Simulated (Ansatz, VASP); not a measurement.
One calculation of Cu, two programs

```
CELL_PARAMETERS angstrom
-1.45340 1.45340 1.37956
1.45340 -1.45340 1.37956
1.49766 1.49766 -1.37956
ATOMIC_POSITIONS crystal
Cu 0.00000 0.00000 0.00000
```

Change from the starting cell: strain +0.0300 x Voigt [0, 0, 0, 0, 0, 1], atoms carried along.

Alike in both runs: task single point; functional PBE; k mesh 30 × 30 × 30; occupations gaussian, width 0.15 eV; no spin polarisation.

|  | VASP | Ansatz |
| --- | --- | --- |
| version | VASP 6.6.1 | Ansatz 0.2.0 |
| potentials or method | VASP PAW PBE potentials, release 64 (Cu), cutoff 520 eV | scalar-relativistic, plane waves, PAW |
| valence electrons in the cell | 11 | 19 |

|  | VASP | Ansatz | Ansatz less VASP |
| --- | --- | --- | --- |
| gap on the k mesh at the Fermi level (eV) | none | none | - |
| pressure (GPa) | 0.8 | 0.1 | -0.61 |
| traceless stress, the component that is largest in VASP (GPa) | -3.07 | -3.09 | -0.019 |

A gap of «none» marks a metal or a gap that the smearing closes. With one functional, cell and mesh, what is left measures potentials, basis and numerics. VASP's potentials hold 11 valence electrons a cell and Ansatz's 19, so a difference there can come from the potentials and not from the codes.
